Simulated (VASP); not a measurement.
# Ag (P6_3/mmc) in VASP: single point with PBE

Aim: the single point of Ag with PBE.

Everything below comes from runs of VASP 6.6.1. Logs are shortened: lines on timing, memory, paths and dates and some standing lists are left out, and cuts for length are marked.

## Step 1: The cell of the first run

The structure is hexagonal, space group P6_3/mmc (No. 194). The conventional cell has a = 2.904 Å, b = 2.904 Å, c = 9.495 Å, α = 90.00°, β = 90.00°, γ = 120.00°. Within 3.8 Å of Ag (site symmetry -6m2) lie 12 Ag at 2.90 to 2.91 Å. Ag (site symmetry -3m) has 12 Ag at 2.90 to 2.91 Å within 3.8 Å.

This isn't the form of Ag at room conditions, which is fcc.

## Step 2: Single point, PBE

Input file INCAR:

```
PREC = Accurate
ENCUT = 500
EDIFF = 1E-6
ISMEAR = -1
SIGMA = 0.15
LREAL = F
LASPH = T
NELM = 120
ALGO = Normal
ISIF = 2
LWAVE = F
LCHARG = F
GGA = PE
NBANDS = 30
GGA_COMPAT = F
```

Input file KPOINTS:

```
regular mesh
0
Gamma
  22 22 5
```

Input file POSCAR:

```
Ag
1.0
    2.9037873376      0.0000000000      0.0000000000
   -1.4518936688      2.5147536015      0.0000000000
    0.0000000000      0.0000000000      9.4945115601
Ag
4
Direct
    0.3333333333      0.6666666667      0.2500000000
    0.6666666667      0.3333333333      0.7500000000
    0.0000000000      0.0000000000      0.0000000000
    0.0000000000      0.0000000000      0.5000000000
```

Potentials or basis: VASP PAW PBE potentials, release 64 (Ag).

Launch:

```sh
$ cat potpaw_PBE.64/Ag/POTCAR > POTCAR
$ mpirun -np 1 vasp_std > vasp.out
```

OUTCAR:

```text
PREC = Accurate
   ENCUT = 500
   EDIFF = 1E-6
   ISMEAR = -1
   LREAL = F
   LASPH = T
   NELM = 120
   ISIF = 2
   GGA = PE

 ion  position               nearest neighbor table
   1  0.333  0.667  0.250-   3 2.91   4 2.91   3 2.91   4 2.91   3 2.91   4 2.91
   2  0.667  0.333  0.750-   3 2.91   4 2.91   3 2.91   4 2.91   3 2.91   4 2.91
   3  0.000  0.000  0.000-   1 2.91   2 2.91   1 2.91   2 2.91   2 2.91   1 2.91
   4  0.000  0.000  0.500-   1 2.91   2 2.91   1 2.91   2 2.91   2 2.91   1 2.91

  LATTYP: Found a hexagonal cell.
 ALAT       =     2.9037873376
 C/A-ratio  =     3.2696993465

  Lattice vectors:

 A1 = (   2.9037873376,   0.0000000000,   0.0000000000)
 A2 = (  -1.4518936688,   2.5147536015,   0.0000000000)
 A3 = (   0.0000000000,   0.0000000000,   9.4945115601)

Analysis of symmetry for initial positions (statically):
=====================================================================
 Subroutine PRICEL returns:
 Original cell was already a primitive cell.

 Routine SETGRP: Setting up the symmetry group for a
 hexagonal supercell.

 Subroutine GETGRP returns: Found 24 space group operations
 (whereof 12 operations were pure point group operations)
 out of a pool of 24 trial point group operations.

The static configuration has the point symmetry D_3d.
 The point group associated with its full space group is D_6h.

Analysis of symmetry for dynamics (positions and initial velocities):
=====================================================================
 Subroutine PRICEL returns:
 Original cell was already a primitive cell.

 Routine SETGRP: Setting up the symmetry group for a
 hexagonal supercell.

 Subroutine GETGRP returns: Found 24 space group operations
 (whereof 12 operations were pure point group operations)
 out of a pool of 24 trial point group operations.

The dynamic configuration has the point symmetry D_3d.
 The point group associated with its full space group is D_6h.

 Subroutine INISYM returns: Found 24 space group operations
 (whereof 12 operations are pure point group operations),
 and found     1 'primitive' translations

----------------------------------------------------------------------------------------

                                     Primitive cell

  volume of cell :      69.3319

  direct lattice vectors                    reciprocal lattice vectors
[... 83 lines left out ...]
   ISTART =      0    job   : 0-new  1-cont  2-samecut
   ICHARG =      2    charge: 1-file 2-atom 10-const
   ISPIN  =      1    spin polarized calculation?
   LNONCOLLINEAR =      F non collinear calculations
   LSORBIT =      F    spin-orbit coupling
   LASPH  =      T    aspherical Exc in radial PAW
   ENCUT  =  500.0 eV  36.75 Ry    6.06 a.u.   5.29  5.29 17.31*2*pi/ulx,y,z
   NELM   =    120;   NELMIN=  2; NELMDL= -5     # of ELM steps
   EDIFF  = 0.1E-05   stopping-criterion for ELM
   LREAL  =      F    real-space projection
   EDIFFG = 0.1E-04   stopping-criterion for IOM
   NSW    =      0    number of steps for IOM
   IBRION =     -1    ionic relax: 0-MD 1-quasi-New 2-CG
   NFREE  =      0    steps in history (QN), initial steepest desc. (CG)
   ISIF   =      2    stress and relaxation
   ISYM   =      2    0-nonsym 1-usesym 2-fastsym
   POTIM  = 0.5000    time-step for ionic-motion
   TEBEG  =    0.0;   TEEND  =   0.0 temperature during run
   PSTRESS=    0.0 pullay stress
   NELECT =      44.0000    total number of electrons
   NUPDOWN=      -1.0000    fix difference up-down
   EMIN   =  10.00;   EMAX   =-10.00  energy-range for DOS
   EFERMI =   0.00;   METHOD = LEGACY
   ISMEAR =    -1;   SIGMA  =   0.15  broadening in eV -4-tet -1-fermi 0-gaus
   EFERMI_NEDOS =   21; number of points for ismear=-14 and -15
   IALGO  =     38    algorithm
   IMIX   =      4    mixing-type and parameters
     AMIX     =   0.40;   BMIX     =  1.00
     AMIX_MAG =   1.60;   BMIX_MAG =  1.00
  volume/ion in A,a.u.               =      17.33       116.97
  Fermi-wavevector in a.u.,A,eV,Ry     =   1.406851  2.658563 26.929055  1.979230
  Thomas-Fermi vector in A             =   2.529170
   LORBIT       =      0    0 simple, 1 ext, 2 COOP (PROOUT), +10 PAW based schemes
   GGA     = PE    functional components
   LHFCALC =     F    Hartree Fock is set to
   AEXX    =    0.0000 exact exchange contribution
   IVDW    =     0    specifies the selected vdW correction
   LEPSILON=     F    determine dielectric tensor
   LRPA    =     F    only Hartree local field effects (RPA)
 non-spin polarized calculation
  energy-cutoff  :      500.00
  volume of cell :       69.33
 maximum number of plane-waves:      1777
 NGX is ok and might be reduce to    24
   NGX = 11   NGY = 11   NGZ = 35

 number of electron      44.0000001 magnetization

 Free energy of the ion-electron system (eV)
  ---------------------------------------------------
  ext. energy  EPLUGINS =         0.00000000
  ---------------------------------------------------
  free energy    TOTEN  =       -10.88641527 eV

  energy without entropy =      -10.80775829  energy(sigma->0) =      -10.84708678

 E-fermi :   8.2388     XC(G=0): -12.1117

 val. band max:        8.2301293496   @ k =   0.4545   0.0000   0.2000
 cond. band min:       8.2609681932   @ k =   0.4091   0.0909   0.4000
 fundamental gap:      0.0308388436
 Fermi energy:         8.2388010636

 k-point     1 :       0.0000    0.0000    0.0000
  band No.  band energies     occupation
      1       0.5560      2.00000
      2       1.9065      2.00000
      3       1.9124      2.00000
      4       1.9145      2.00000
      5       3.4419      2.00000
      6       3.4419      2.00000
[... 781 lines left out ...]
     29      20.9187      0.00000
     30      21.6589      0.00000

 [... further k-points ...]
[... 5 lines left out ...]
  --------------------------------------------------------------------------------------
  -------------------------------------------------------------------------------------
  Total        1.2225294      1.2225294      1.3040157      0.0000000      0.0000000      0.0000000
  in kB       28.2512077     28.2512077     30.1342606      0.0000000      0.0000000      0.0000000
  external PRESSURE =      28.8788920 kB  Pullay stress =       0.0000000 kB

 VOLUME and BASIS-vectors are now :
 -----------------------------------------------------------------------------
  energy-cutoff  :      500.00
  volume of cell :       69.33
      direct lattice vectors                 reciprocal lattice vectors
     2.903787338  0.000000000  0.000000000     0.344377836  0.198826636  0.000000000
    -1.451893669  2.514753601  0.000000000     0.000000000  0.397653273  0.000000000
     0.000000000  0.000000000  9.494511560     0.000000000  0.000000000  0.105324007

 POSITION                                       TOTAL-FORCE (eV/Angst)
 -----------------------------------------------------------------------------------
     -0.00000      1.67650      2.37363        -0.000000      0.000000      0.000000
      1.45189      0.83825      7.12088         0.000000     -0.000000      0.000000
      0.00000      0.00000      0.00000        -0.000000      0.000000     -0.000000
      0.00000      0.00000      4.74726        -0.000000      0.000000     -0.000000
 -----------------------------------------------------------------------------------
    total drift:                               -0.000000      0.000000      0.000000

  FREE ENERGIE OF THE ION-ELECTRON SYSTEM (eV)
  ---------------------------------------------------
  free  energy   TOTEN  =       -10.8864152725 eV

  energy  without entropy=      -10.8077582879  energy(sigma->0) =      -10.84708678
```

OSZICAR:

```text
N       E                     dE             d eps       ncg     rms          rms(c)
DAV:   1     0.290575868218E+03    0.29058E+03   -0.22197E+04  9392   0.140E+03
DAV:   2    -0.555870862489E+01   -0.29613E+03   -0.28100E+03  9702   0.328E+02
DAV:   3    -0.118585889087E+02   -0.62999E+01   -0.62660E+01 10842   0.544E+01
DAV:   4    -0.118869682313E+02   -0.28379E-01   -0.28374E-01 10086   0.357E+00
DAV:   5    -0.118872501177E+02   -0.28189E-03   -0.28188E-03 10796   0.385E-01    0.100E+01
DAV:   6    -0.109269933385E+02    0.96026E+00   -0.28842E+00  9972   0.140E+01    0.655E+00
DAV:   7    -0.108965704773E+02    0.30423E-01   -0.41669E-02 10452   0.136E+00    0.360E+00
DAV:   8    -0.108863691698E+02    0.10201E-01   -0.26364E-03 10242   0.329E-01    0.163E-01
DAV:   9    -0.108863850730E+02   -0.15903E-04   -0.44448E-05 10770   0.473E-02    0.319E-02
DAV:  10    -0.108864145032E+02   -0.29430E-04   -0.17899E-05 10242   0.352E-02    0.808E-03
DAV:  11    -0.108864155326E+02   -0.10294E-05   -0.56416E-07  6768   0.929E-03    0.819E-04
DAV:  12    -0.108864152725E+02    0.26011E-06   -0.61068E-08  5652   0.203E-03
   1 F= -.10886415E+02 E0= -.10847087E+02  d E =-.786570E-01
```

It took 4.1 min on 1 thread of Intel Xeon 6975P-C (Granite Rapids), shared host; peak memory 0.34 GiB.

Results:

| Item | Value |
| --- | --- |
| Free energy | -10.8864 eV |
| Pressure | 2.9 GPa |
| Band gap on the k mesh | zero (bands 22 and 23 overlap by 6.51 eV) |

The gap in the log of VASP goes by the Fermi energy; the results here count the filled bands.